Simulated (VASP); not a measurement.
## Sn: single point with LDA

Sn:

```
Sn
1.0
     2.92470    0.00000    0.00000
    -1.46235    2.53286    0.00000
     0.00000    0.00000    4.78577
Sn
2
Direct
  0.33333 0.66667 0.25000
  0.66667 0.33333 0.75000
```

- Program: VASP 6.6.1
- Task: single point
- Functional: LDA
- Potentials or basis: VASP PAW LDA potentials, release 64 (Sn_d)
- Cutoff: 520 eV
- k mesh: 15 × 15 × 8
- Occupations: fermi-dirac, width 0.08 eV
- Spin: no spin polarisation
- Dipole correction: no
- Further INCAR settings: ALGO = Normal; EDIFF = 1e-06; NBANDS = 21

```json
{
  "Pressure": "52.4 GPa",
  "Band gap on the k mesh": "zero (band 14 reaches 22.85 eV, above the bottom of band 15 at 10.55 eV)"
}
```

Stress tensor (GPa, compression positive):
```
52.40  0.00  0.00
 0.00 52.40  0.00
 0.00  0.00 52.29
```

Levels at points of the mesh, in eV from the Fermi level:
| k point | band 11 | band 12 | band 13 | band 14 | band 15 | band 16 | band 17 | band 18 |
| --- | --- | --- | --- | --- | --- | --- | --- | --- |
| (0.00, 0.00, 0.00) | -15.11 | -7.75 | -7.41 | 8.39 | 8.39 | 10.23 | 10.86 | 10.86 |
| (0.00, 0.00, 0.50) | -13.26 | -13.26 | 1.50 | 1.50 | 9.79 | 9.79 | 9.79 | 9.79 |

Run time: 57 s on 1 thread of Intel Xeon 6975P-C (shared host), peak memory 0.2 GiB.

Caveat: spin-orbit coupling is left out, which moves the levels of the heavy elements.
